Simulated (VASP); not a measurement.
# InP in VASP: further runs, part 2 of 2

VASP 6.6.1.

## 3. Single point, PBE+D3(BJ)

This run uses another cell than the first one.

Contents of INCAR:

```
PREC     = Accurate       # precision mode
ENCUT    = 400            # plane-wave cutoff, eV
EDIFF    = 1E-6           # SCF threshold, eV
ISMEAR   = 0              # smearing method
SIGMA    = 0.1            # smearing width, eV
LREAL    = False          # projectors in reciprocal space
LASPH    = True           # aspherical terms in the spheres
NELM     = 120            # most SCF steps
ALGO     = Normal         # electronic algorithm
ISIF     = 2              # what is computed and relaxed
LWAVE    = False          # write WAVECAR
LCHARG   = True           # write CHGCAR
LDIPOL   = True         
IDIPOL   = 3            
DIPOL    = 0.5 0.5 0.424
GGA      = PE             # functional
IVDW     = 12             # dispersion correction
LELF     = True           # ELF
LVHAR    = True         
LVACPOTAV= True         
NBANDS   = 86             # bands
GGA_COMPAT= False        
NELMDL   = -8
```

Contents of KPOINTS:

```
regular mesh
0
Gamma
  3 4 1
```

Contents of POSCAR:

```
InP
1.0
    7.7337451206      0.0000000000      0.0000000000
    0.0000000000      5.4685836187      0.0000000000
    0.0000000000      0.0000000000     25.7803088404
In P
8 8
Direct
    0.2500000000      0.5000000000      0.3103143585
    0.7500000000      0.5000000000      0.3103143585
    0.5000000000      0.0000000000      0.3853109884
    0.0000000000      0.0000000000      0.3853109884
    0.7451032417      0.5000221473      0.4686714524
    0.2483188087      0.5004867844      0.4676904949
    0.0064144125      0.0038531345      0.5316266522
    0.5037690040     -0.0004517177      0.5337363300
    0.2500000000      0.0000000000      0.3103143585
    0.7500000000      0.0000000000      0.3103143585
    0.5000000000      0.5000000000      0.3853109884
    0.0000000000      0.5000000000      0.3853109884
    0.7540003431     -0.0002594799      0.4630427730
    0.2575467476     -0.0000087237      0.4620838176
   -0.0025221215      0.5012320739      0.5373213412
    0.4947708080      0.4995250178      0.5380579054
```

Potentials or basis: VASP PAW PBE potentials, release 64 (In_d, P).

Launch:

```sh
$ cat potpaw_PBE.64/In_d/POTCAR potpaw_PBE.64/P/POTCAR > POTCAR
$ mpirun -np 1 vasp_std > vasp.out
```

OUTCAR:

```text
PREC = Accurate
   ENCUT = 400
   EDIFF = 1E-6
   ISMEAR = 0
   LREAL = False
   LASPH = True
   NELM = 120
   ISIF = 2
   GGA = PE
   IVDW = 12
   NELMDL = -8
 IVDW          = 12

 ion  position               nearest neighbor table
   1  0.250  0.500  0.310-   9 2.73   9 2.73  12 2.73  11 2.73   2 3.87   2 3.87   3 3.87   4 3.87
                             4 3.87   3 3.87
   2  0.750  0.500  0.310-  10 2.73  10 2.73  12 2.73  11 2.73   1 3.87   1 3.87   3 3.87   4 3.87
                             4 3.87   3 3.87
   3  0.500  0.000  0.385-  14 2.73  11 2.73  11 2.73  10 2.73   9 2.73  13 2.81   8 3.83   4 3.87
                             4 3.87   1 3.87   2 3.87   2 3.87   1 3.87   5 3.96   5 3.96   6 3.97
   4  0.000  0.000  0.385-  12 2.73  12 2.73   9 2.73  10 2.73  13 2.76  14 2.81   7 3.77   3 3.87
                             3 3.87   1 3.87   2 3.87   2 3.87   1 3.87   6 3.96   6 3.96   5 4.00
   5  0.745  0.500  0.469-  15 2.63  16 2.64  13 2.74  13 2.74  11 2.87  12 2.92   8 3.71   8 3.71
                             7 3.75   7 3.78   6 3.84   6 3.89   3 3.96   3 3.96   4 4.00   4 4.00
   6  0.248  0.500  0.468-  16 2.63  15 2.64  14 2.74  14 2.74  12 2.86  11 2.88   7 3.69   7 3.71
                             8 3.77   8 3.78   5 3.84   5 3.89   4 3.96   4 3.96   3 3.97   3 3.97
   7  0.006  0.004  0.532-  13 2.63  14 2.64  15 2.72  15 2.75   6 3.69   6 3.71   5 3.75   4 3.77
                             5 3.78   8 3.85   8 3.89
   8  0.504  1.000  0.534-  14 2.65  13 2.66  16 2.74  16 2.74   5 3.71   5 3.71   6 3.77   6 3.78
                             3 3.83   7 3.85   7 3.89
   9  0.250  0.000  0.310-   1 2.73   1 2.73   4 2.73   3 2.73
  10  0.750  0.000  0.310-   2 2.73   2 2.73   4 2.73   3 2.73
  11  0.500  0.500  0.385-   3 2.73   3 2.73   1 2.73   2 2.73   5 2.87   6 2.88
  12  0.000  0.500  0.385-   4 2.73   4 2.73   1 2.73   2 2.73   6 2.86   5 2.92
  13  0.754  1.000  0.463-   7 2.63   8 2.66   5 2.74   5 2.74   4 2.76   3 2.81
  14  0.258  1.000  0.462-   7 2.64   8 2.65   3 2.73   6 2.74   6 2.74   4 2.81
  15  0.997  0.501  0.537-   5 2.63   6 2.64   7 2.72   7 2.75
  16  0.495  0.500  0.538-   6 2.63   5 2.64   8 2.74   8 2.74

  LATTYP: Found a simple orthorhombic cell.
 ALAT       =     5.4685836187
 B/A-ratio  =     1.4142135624
 C/A-ratio  =     4.7142570431

  Lattice vectors:

 A1 = (   0.0000000000,  -5.4685836187,   0.0000000000)
 A2 = (   7.7337451206,   0.0000000000,   0.0000000000)
 A3 = (   0.0000000000,   0.0000000000,  25.7803088404)

Analysis of symmetry for initial positions (statically):
=====================================================================
 Subroutine PRICEL returns:
 Original cell was already a primitive cell.
[... 179 lines left out ...]
  ext. energy  EPLUGINS =         0.00000000
  ---------------------------------------------------
  free energy    TOTEN  =       -60.43009283 eV

  energy without entropy =      -60.40360350  energy(sigma->0) =      -60.41684817

 E-fermi :  -0.8444     XC(G=0):  -3.8572

 val. band max:       -0.9146065355   @ k =   0.3333   0.5000   0.0000
 cond. band min:      -0.8201044022   @ k =   0.0000   0.0000   0.0000
 fundamental gap:      0.0945021333
 Fermi energy:        -0.8444056110

 k-point     1 :       0.0000    0.0000    0.0000
  band No.  band energies     occupation
      1     -15.5631      2.00000
      2     -15.5268      2.00000
      3     -15.4831      2.00000
      4     -15.4349      2.00000
      5     -15.4328      2.00000
      6     -15.3984      2.00000
[... 598 lines left out ...]
     83       2.5294      0.00000
     84       2.5433      0.00000
 [bands above 84 left out]

------------------------ aborting loop because EDIFF is reached ----------------------------------------

 Edisp (eV)   -4.34433

 E8    (eV) :    -2.0057

  FORCE on cell =-STRESS in cart. coord.  units (eV):
  Direction    XX          YY          ZZ          XY          YZ          ZX
  --------------------------------------------------------------------------------------
  -------------------------------------------------------------------------------------
  Total      -2.80759   -11.97065    -3.25625     0.00009    -0.01113     0.09702
  in kB      -4.12564   -17.59039    -4.78493     0.00013    -0.01635     0.14257
  external pressure =       -8.83 kB  Pullay stress =        0.00 kB

 VOLUME and BASIS-vectors are now :
 -----------------------------------------------------------------------------
  energy-cutoff  :      400.00
  volume of cell :     1090.32
      direct lattice vectors                 reciprocal lattice vectors
     7.733745121  0.000000000  0.000000000     0.129303460  0.000000000  0.000000000
     0.000000000  5.468583619  0.000000000     0.000000000  0.182862706  0.000000000
     0.000000000  0.000000000 25.780308840     0.000000000  0.000000000  0.038789295

 POSITION                                       TOTAL-FORCE (eV/Angst)
 -----------------------------------------------------------------------------------
      1.93344      2.73429      8.00000        -0.018822     -0.000349      0.581276
      5.80031      2.73429      8.00000        -0.007550     -0.000393      0.583680
      3.86687      0.00000      9.93344         0.087495      0.002172     -0.744692
      0.00000      0.00000      9.93344         0.033082     -0.000701     -0.683817
      5.76244      2.73441     12.08249         0.028745      0.000225     -0.020316
      1.92043      2.73695     12.05721        -0.050522     -0.002236     -0.004076
[... 8 lines left out ...]
      7.71424      2.74103     13.85231         0.016500      0.032672      0.024727
      3.82643      2.73169     13.87130         0.037344      0.004158      0.055291
 -----------------------------------------------------------------------------------
    total drift:                               -0.000713     -0.001674      0.001139

  FREE ENERGIE OF THE ION-ELECTRON SYSTEM (eV)
  ---------------------------------------------------
  free  energy   TOTEN  =       -64.7744215462 eV

  energy  without entropy=      -64.7479322107  energy(sigma->0) =      -64.76117688

 vacuum level on the upper side and lower side of the slab         3.667         3.607
```

stdout:

```text
POSCAR found type information on POSCAR InP
 POSCAR found :  2 types and      16 ions
 scaLAPACK will be used
 LDA part: xc-table for (Slater+PW92), standard interpolation
 POSCAR, INCAR and KPOINTS ok, starting setup
 FFT: planning ... GRIDC
 FFT: planning ... GRID_SOFT
 FFT: planning ... GRID
 WAVECAR not read
 entering main loop
 -----------------------------------------------------------------------------
|                                                                             |
|           W    W    AA    RRRRR   N    N  II  N    N   GGGG   !!!           |
|           W    W   A  A   R    R  NN   N  II  NN   N  G    G  !!!           |
|           W    W  A    A  R    R  N N  N  II  N N  N  G       !!!           |
|           W WW W  AAAAAA  RRRRR   N  N N  II  N  N N  G  GGG   !            |
|           WW  WW  A    A  R   R   N   NN  II  N   NN  G    G                |
|           W    W  A    A  R    R  N    N  II  N    N   GGGG   !!!           |
|                                                                             |
|     Did not find any points to average over, which means that no vacuum     |
|     field-free region was found. Please increase the size of  your cell     |
|     in the dimension of the dipole correction to obtain accurate            |
|     workfunction values.                                                    |
|                                                                             |
 -----------------------------------------------------------------------------
```

It took 28 min on 1 thread of Oxide Virtual Turin-like, shared host; peak memory 0.74 GiB.

Results:

| Quantity | Value |
| --- | --- |
| Free energy | -64.7744 eV |
| Largest force | 0.750 eV/Å |
| Band gap on the k mesh | zero (bands 72 and 73 overlap by 0.91 eV) |
| Dispersion energy per atom | -0.272 eV |

Forces on the atoms (eV/Å):
```
In  -0.019  0.000  0.581
In  -0.008  0.000  0.584
In   0.087  0.002 -0.745
In   0.033 -0.001 -0.684
In   0.029  0.000 -0.020
In  -0.051 -0.002 -0.004
In  -0.017 -0.044  0.040
In  -0.009  0.000 -0.060
P   -0.011  0.001  0.255
P   -0.017  0.001  0.271
P   -0.006  0.001 -0.140
P   -0.029 -0.002 -0.152
P   -0.014  0.004 -0.026
P   -0.022  0.004  0.020
P    0.017  0.033  0.025
P    0.037  0.004  0.055
```

Caveat: spin-orbit coupling is left out, which moves the levels of the heavy elements.

The gap in the log of VASP goes by the Fermi energy; the results here count the filled bands.